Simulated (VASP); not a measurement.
# Al2O3 (Immm) in VASP: relaxation of cell and atoms with PBE

Aim: the relaxation of cell and atoms of Al2O3 with PBE.

Everything below comes from runs of VASP 6.6.1. Logs are shortened: lines on timing, memory, paths and dates and some standing lists are left out, and cuts for length are marked.

## (1) The cell of the first run

It takes space group Immm (No. 71, orthorhombic). Conventional cell: a = 2.799 Å, b = 3.737 Å, c = 8.804 Å, α = 90.00°, β = 90.00°, γ = 90.00°. Al (site symmetry mm2) has 6 O at 1.90 to 1.96 Å within 2.5 Å. O (site symmetry mmm) has 4 Al at 1.96 Å and 12 O at 2.67 to 2.90 Å within 3.0 Å. Within 3.0 Å of O (site symmetry mm2) lie 4 Al at 1.90 to 1.91 Å and 11 O at 2.52 to 2.90 Å.

The cell was generated, and may not be a known phase.

## (2) Relaxation of cell and atoms, PBE

INCAR

```
PREC     = Accurate       # precision mode
ENCUT    = 600            # plane-wave cutoff, eV
EDIFF    = 1E-7           # SCF threshold, eV
ISMEAR   = 0              # smearing method
SIGMA    = 0.02           # smearing width, eV
LREAL    = False          # projectors in reciprocal space
LASPH    = True           # aspherical terms in the spheres
NELM     = 60             # most SCF steps
ALGO     = Normal         # electronic algorithm
ISIF     = 3              # what is computed and relaxed
LWAVE    = False          # write WAVECAR
LCHARG   = False          # write CHGCAR
GGA      = PE             # functional
IBRION   = 2              # ionic algorithm
NSW      = 100            # ionic steps
EDIFFG   = -0.01          # ionic threshold
```

KPOINTS

```
Automatic mesh
0
Gamma
  10 10 10
```

POSCAR

```
Al2O3
1.0
   -1.3995670000      1.8683110000      4.4019491000
    1.3995670000     -1.8683110000      4.4019491000
    1.3995670000      1.8683110000     -4.4019491000
Al O
2 3
Direct
    0.6554750000      0.6554750000      0.0000000000
    0.3445250000      0.3445250000      0.0000000000
    0.5000000000      0.0000000000      0.5000000000
    0.1963840000      0.6963840000      0.5000000000
    0.8036160000      0.3036160000      0.5000000000
```

Potentials or basis: VASP PAW PBE potentials, release 64 (Al, O).

Run with:

```bash
> cat potpaw_PBE.64/Al/POTCAR potpaw_PBE.64/O/POTCAR > POTCAR
> mpirun -np 1 vasp_std > vasp.out
```

OUTCAR:

```text
PREC = Accurate
   ENCUT = 600
   EDIFF = 1E-7
   ISMEAR = 0
   LREAL = False
   LASPH = True
   NELM = 60
   ISIF = 3
   GGA = PE
   IBRION = 2
   NSW = 100
   EDIFFG = -0.01

 ion  position               nearest neighbor table
   1  0.655  0.655  0.000-   4 1.90   4 1.90   5 1.91   5 1.91   3 1.96   3 1.96   2 2.74   2 2.87
                             2 2.87   2 2.87   2 2.87
   2  0.345  0.345  0.000-   5 1.90   5 1.90   4 1.91   4 1.91   3 1.96   3 1.96   1 2.74   1 2.87
                             1 2.87   1 2.87   1 2.87
   3  0.500  0.000  0.500-   1 1.96   2 1.96   1 1.96   2 1.96
   4  0.196  0.696  0.500-   1 1.90   1 1.90   2 1.91   2 1.91
   5  0.804  0.304  0.500-   2 1.90   2 1.90   1 1.91   1 1.91

  LATTYP: Found a body centered orthorhombic cell.
 ALAT       =     2.7991340000
 B/A-ratio  =     1.3349207291
 C/A-ratio  =     3.1452221294

  Lattice vectors:

 A1 = (  -1.3995670000,   1.8683110000,   4.4019491000)
 A2 = (   1.3995670000,  -1.8683110000,   4.4019491000)
 A3 = (   1.3995670000,   1.8683110000,  -4.4019491000)

Analysis of symmetry for initial positions (statically):
=====================================================================
 Subroutine PRICEL returns:
 Original cell was already a primitive cell.

 Routine SETGRP: Setting up the symmetry group for a
 body centered orthorhombic supercell.

 Subroutine GETGRP returns: Found  8 space group operations
 (whereof  8 operations were pure point group operations)
 out of a pool of  8 trial point group operations.

The static configuration has the point symmetry D_2h.

Analysis of symmetry for dynamics (positions and initial velocities):
=====================================================================
 Subroutine PRICEL returns:
 Original cell was already a primitive cell.

 Routine SETGRP: Setting up the symmetry group for a
 body centered orthorhombic supercell.

 Subroutine GETGRP returns: Found  8 space group operations
 (whereof  8 operations were pure point group operations)
 out of a pool of  8 trial point group operations.

The dynamic configuration has the point symmetry D_2h.

 Subroutine INISYM returns: Found  8 space group operations
 (whereof  8 operations are pure point group operations),
 and found     1 'primitive' translations

----------------------------------------------------------------------------------------

                                     Primitive cell

  volume of cell :      46.0413

  direct lattice vectors                    reciprocal lattice vectors
    -1.399567000  1.868311000  4.401949100     0.000000000  0.267621397  0.113586048
     1.399567000 -1.868311000  4.401949100     0.357253351  0.000000000  0.113586048
     1.399567000  1.868311000 -4.401949100     0.357253351  0.267621397  0.000000000

  length of vectors
     4.982622769  4.982622769  4.982622769     0.290728400  0.374875642  0.446375591

  position of ions in fractional coordinates (direct lattice)
     0.655475000  0.655475000  0.000000000
     0.344525000  0.344525000  0.000000000
     0.500000000  0.000000000  0.500000000
     0.196384000  0.696384000  0.500000000
     0.803616000  0.303616000  0.500000000

  ion indices of the primitive-cell ions
   primitive index   ion index
                 1           1
                 2           2
                 3           3
                 4           4
                 5           5

----------------------------------------------------------------------------------------

 KPOINTS: Automatic mesh

Automatic generation of k-mesh.
 Grid dimensions read from file:
 generate k-points for:   10   10   10

 Generating k-lattice:

  Cartesian coordinates                     Fractional coordinates (reciprocal lattice)
     0.000000000  0.026762140  0.011358605     0.100000000  0.000000000  0.000000000
     0.035725335  0.000000000  0.011358605     0.000000000  0.100000000 -0.000000000
     0.035725335  0.026762140  0.000000000     0.000000000 -0.000000000  0.100000000

  Length of vectors
     0.029072840  0.037487564  0.044637559

  Shift w.r.t. Gamma in fractional coordinates (k-lattice)
     0.000000000  0.000000000  0.000000000

 Subroutine IBZKPT returns following result:
 ===========================================

 Found    171 irreducible k-points:

 Following reciprocal coordinates:
            Coordinates               Weight
  0.000000  0.000000  0.000000      1.000000
  0.100000 -0.000000  0.000000      4.000000
  0.200000 -0.000000  0.000000      4.000000
  0.300000  0.000000 -0.000000      4.000000
  0.400000 -0.000000  0.000000      4.000000
  0.500000  0.000000  0.000000      2.000000
[... 16 lines left out ...]
 -0.400000  0.200000 -0.000000      8.000000
 -0.300000  0.200000  0.000000      8.000000
 [... further k-points ...]
   k-points           NKPTS =    171   k-points in BZ     NKDIM =    171   number of bands    NBANDS=     16
   number of dos      NEDOS =    301   number of ions     NIONS =      5
   total plane-waves  NPLWV =  64000
   dimension x,y,z NGX =    40 NGY =   40 NGZ =   40
   dimension x,y,z NGXF=    80 NGYF=   80 NGZF=   80
   ions per type =               2   3
   NGX,Y,Z   is equivalent  to a cutoff of  13.35, 13.35, 13.35 a.u.
   NGXF,Y,Z  is equivalent  to a cutoff of  26.69, 26.69, 26.69 a.u.
 SYSTEM =  unknown system
   PREC   = accura    normal or accurate (medium, high low for compatibility)
   ISTART =      0    job   : 0-new  1-cont  2-samecut
   ICHARG =      2    charge: 1-file 2-atom 10-const
   ISPIN  =      1    spin polarized calculation?
   LNONCOLLINEAR =      F non collinear calculations
   LSORBIT =      F    spin-orbit coupling
   LASPH  =      T    aspherical Exc in radial PAW
   ENCUT  =  600.0 eV  44.10 Ry    6.64 a.u.   9.95  9.95  9.95*2*pi/ulx,y,z
   NELM   =     60;   NELMIN=  2; NELMDL= -5     # of ELM steps
   EDIFF  = 0.1E-06   stopping-criterion for ELM
   LREAL  =      F    real-space projection
   EDIFFG = -.1E-01   stopping-criterion for IOM
   NSW    =    100    number of steps for IOM
   IBRION =      2    ionic relax: 0-MD 1-quasi-New 2-CG
   NFREE  =      1    steps in history (QN), initial steepest desc. (CG)
   ISIF   =      3    stress and relaxation
   ISYM   =      2    0-nonsym 1-usesym 2-fastsym
   POTIM  = 0.5000    time-step for ionic-motion
   TEBEG  =    0.0;   TEEND  =   0.0 temperature during run
   PSTRESS=    0.0 pullay stress
   NELECT =      24.0000    total number of electrons
   NUPDOWN=      -1.0000    fix difference up-down
   EMIN   =  10.00;   EMAX   =-10.00  energy-range for DOS
   EFERMI =   0.00;   METHOD = LEGACY
   ISMEAR =     0;   SIGMA  =   0.02  broadening in eV -4-tet -1-fermi 0-gaus
   EFERMI_NEDOS =   21; number of points for ismear=-14 and -15
   IALGO  =     38    algorithm
   IMIX   =      4    mixing-type and parameters
     AMIX     =   0.40;   BMIX     =  1.00
     AMIX_MAG =   1.60;   BMIX_MAG =  1.00
  volume/ion in A,a.u.               =       9.21        62.14
  Fermi-wavevector in a.u.,A,eV,Ry     =   1.317536  2.489783 23.618383  1.735902
  Thomas-Fermi vector in A             =   2.447570
   LORBIT       =      0    0 simple, 1 ext, 2 COOP (PROOUT), +10 PAW based schemes
   GGA     = PE    functional components
   LHFCALC =     F    Hartree Fock is set to
   AEXX    =    0.0000 exact exchange contribution
   IVDW    =     0    specifies the selected vdW correction
   LEPSILON=     F    determine dielectric tensor
   LRPA    =     F    only Hartree local field effects (RPA)
 conjugate gradient relaxation of ions
 non-spin polarized calculation
 Gauss-broadening in eV      SIGMA  =   0.02
  energy-cutoff  :      600.00
  volume of cell :       46.04
 maximum number of plane-waves:      1576
   NGX = 19   NGY = 19   NGZ = 19

--------------------------------------- Ionic step        1  -------------------------------------------

 number of electron      23.9999999 magnetization

 Free energy of the ion-electron system (eV)
  ---------------------------------------------------
  ext. energy  EPLUGINS =         0.00000000
  ---------------------------------------------------
  free energy    TOTEN  =       -37.06381438 eV

  energy without entropy =      -37.06381438  energy(sigma->0) =      -37.06381438

------------------------ aborting loop because EDIFF is reached ----------------------------------------

  FORCE on cell =-STRESS in cart. coord.  units (eV):
  Direction    XX          YY          ZZ          XY          YZ          ZX
  --------------------------------------------------------------------------------------
  -------------------------------------------------------------------------------------
  Total       -0.0959515     -0.1450309     -0.1064313      0.0000000      0.0000000      0.0000000
  in kB       -3.3389834     -5.0468814     -3.7036674      0.0000000      0.0000000      0.0000000
  external PRESSURE =      -4.0298441 kB  Pullay stress =       0.0000000 kB
[... 102 lines left out ...]
  energy  without entropy=      -37.0639659569  energy(sigma->0) =      -37.06396596

--------------------------------------- Ionic step        4  -------------------------------------------

 number of electron      23.9999999 magnetization

 Free energy of the ion-electron system (eV)
  ---------------------------------------------------
  ext. energy  EPLUGINS =         0.00000000
  ---------------------------------------------------
  free energy    TOTEN  =       -37.06399436 eV

  energy without entropy =      -37.06399436  energy(sigma->0) =      -37.06399436

 E-fermi :   5.4705     XC(G=0): -11.1648

 val. band max:        5.3823787027   @ k =   0.0000   0.0000   0.0000
 cond. band min:      10.5881231850   @ k =   0.0000   0.0000   0.0000
 fundamental gap:      5.2057444823
 Fermi energy:         5.4704846173

 k-point     1 :       0.0000    0.0000    0.0000
  band No.  band energies     occupation
      1     -13.9602      2.00000
      2     -11.6934      2.00000
      3     -10.8019      2.00000
      4      -0.7578      2.00000
      5      -0.4505      2.00000
      6       2.5935      2.00000
[... 8 lines left out ...]
     15      15.6533      0.00000
     16      18.0376      0.00000
[... 420 lines left out ...]
  band No.  band energies     occupation
      1     -13.0892      2.00000
      2     -11.5653      2.00000
      3     -11.3456      2.00000
      4      -0.9716      2.00000
      5       0.7849      2.00000
      6       1.1303      2.00000
[... 8 lines left out ...]
     15      16.3510      0.00000
     16      17.8553      0.00000

 [... further k-points ...]
[... 5 lines left out ...]
  --------------------------------------------------------------------------------------
  -------------------------------------------------------------------------------------
  Total        0.0029125     -0.0073960      0.0051675      0.0000000      0.0000000      0.0000000
  in kB        0.1015854     -0.2579668      0.1802389      0.0000000      0.0000000      0.0000000
  external PRESSURE =       0.0079525 kB  Pullay stress =       0.0000000 kB
[... 20 lines left out ...]
  FREE ENERGIE OF THE ION-ELECTRON SYSTEM (eV)
  ---------------------------------------------------
  free  energy   TOTEN  =       -37.0639943573 eV

  energy  without entropy=      -37.0639943573  energy(sigma->0) =      -37.06399436

 reached required accuracy - stopping structural energy minimisation
```

Wall time 9.8 min (1 thread of Oxide Virtual Turin-like, shared host); peak memory 0.3 GiB.

Results:

- Free energy: -37.0640 eV
- Relaxed volume: 9.19 Å³/atom
- Relaxed cell: a = 4.979 Å, b = 4.979 Å, c = 4.979 Å, α = 147.37°, β = 135.98°, γ = 55.86°
- Space group after relaxing (to 0.1 Å): Immm (No. 71)
- Energy gained by relaxing: 0.0 meV/atom
- Ionic steps: 4
- Pressure after relaxing: 0.0 GPa
- Largest force after relaxing: 0.005 eV/Å
- Band gap on the k mesh: 5.21 eV

Forces on the atoms (eV/Å):
```
Al   0.000  0.000  0.005
Al   0.000  0.000 -0.005
O    0.000  0.000  0.000
O    0.000  0.000 -0.004
O    0.000  0.000  0.004
```

The path:
| step | energy change (eV) | largest force (eV/Å) | pressure (GPa) | volume (Å³) |
| --- | --- | --- | --- | --- |
| 1 | 0.0000 | 0.0223 | -0.40 | 46.04 |
| 2 | -0.0001 | 0.0266 | 0.28 | 45.89 |
| 3 | -0.0002 | 0.0188 | 0.04 | 45.94 |
| 4 | -0.0002 | 0.0048 | 0.00 | 45.93 |

Final structure:
```
CELL_PARAMETERS angstrom
-1.39886 1.86600 4.39942
1.39886 -1.86600 4.39942
1.39886 1.86600 -4.39942
ATOMIC_POSITIONS crystal
Al 0.65533 0.65533 0.00000
Al 0.34467 0.34467 0.00000
O 0.50000 0.00000 0.50000
O 0.19627 0.69627 0.50000
O 0.80373 0.30373 0.50000
```

Levels at points of the mesh, in eV from the valence-band top:
| k point | band 8 | band 9 | band 10 | band 11 | band 12 | band 13 | band 14 | band 15 | band 16 |
| --- | --- | --- | --- | --- | --- | --- | --- | --- | --- |
| (0.00, 0.00, 0.00) | -2.29 | -2.16 | -0.66 | -0.30 | 0.00 | 5.21 | 10.24 | 10.27 | 12.66 |
| (0.50, 0.00, 0.00) | -2.12 | -1.66 | -1.29 | -1.23 | -0.22 | 6.99 | 10.09 | 10.25 | 11.86 |
| (0.00, 0.50, 0.00) | -3.46 | -2.79 | -1.89 | -1.13 | -0.92 | 8.75 | 10.41 | 10.62 | 10.72 |
| (0.50, 0.50, 0.00) | -2.77 | -1.73 | -1.35 | -1.25 | -0.55 | 8.69 | 9.68 | 11.65 | 11.83 |
| (0.50, 0.50, 0.50) | -2.07 | -1.66 | -1.31 | -1.23 | -0.03 | 7.06 | 8.94 | 9.44 | 10.69 |

A k mesh can miss the band edges.
